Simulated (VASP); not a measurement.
Set up this calculation in VASP 6.6.1, as the native input.

```yaml
Task: single point
Functional: r2SCAN
Potentials_or_basis: VASP PAW PBE potentials, release 64 (Hg, Te)
Cutoff: 520 eV
k_mesh: 14 × 14 × 14
Occupations: gaussian, width 0.15 eV
Spin: no spin polarisation
Dipole_correction: no
Further_INCAR_settings: ALGO = Normal; EDIFF = 1e-06; NBANDS = 16
```

Crystal: HgTe.

```
Hg Te
1.0
     0.00000    3.22350    3.27185
     3.22350    0.00000    3.27185
     3.22350    3.22350    0.00000
Hg Te
1 1
Direct
  0.00000 0.00000 0.00000
  0.75000 0.75000 0.75000
```

This cell differs from its parent crystal: strain +0.000 along x and y, +0.015 along z.

These files were run (other wordings do the same):

POSCAR

```
HgTe
1.0
    0.0000000000      3.2235000000      3.2718525000
    3.2235000000      0.0000000000      3.2718525000
    3.2235000000      3.2235000000      0.0000000000
Hg Te
1 1
Direct
    0.0000000000      0.0000000000      0.0000000000
    0.7500000000      0.7500000000      0.7500000000
```

INCAR.step1

```
PREC = Accurate
ENCUT = 520
ISMEAR = 0
SIGMA = 0.15
LREAL = False
LASPH = True
NELM = 100
NBANDS = 16
GGA = PE
ALGO = Normal
EDIFF = 1E-4
LWAVE = True
LCHARG = False
```

INCAR.step2

```
PREC = Accurate
ENCUT = 520
EDIFF = 1E-6
ISMEAR = 0
SIGMA = 0.15
LREAL = False
LASPH = True
NELM = 100
ALGO = Normal
ISIF = 2
LWAVE = False
LCHARG = False
METAGGA = R2SCAN
LMIXTAU = True
NBANDS = 16
ISTART = 1
```

KPOINTS

```
regular mesh
0
Gamma
  14 14 14
```

Potentials or basis: VASP PAW PBE potentials, release 64 (Hg, Te).

Launch:

```sh
$ cat potpaw_PBE.64/Hg/POTCAR potpaw_PBE.64/Te/POTCAR > POTCAR
$ cp INCAR.step1 INCAR
$ mpirun -np 1 vasp_std > vasp.out
$ cp INCAR.step2 INCAR
$ mpirun -np 1 vasp_std > vasp.out
```

It gave:

- Pressure: 2.0 GPa
- Band gap on the k mesh: zero (filled and empty bands touch)

Caveat: the cell differs from its parent crystal (strain +0.000 along x and y, +0.015 along z); semilocal functionals underestimate gaps, and a narrow one can read as zero; the PAW data sets were made with another functional, which shifts forces and pressure a little; spin-orbit coupling is left out, which moves the levels of the heavy elements.

It took 10 min on 1 thread of Intel(R) Xeon(R) Platinum 8488C (Sapphire Rapids), with other jobs on the host, peak memory 0.42 GiB.
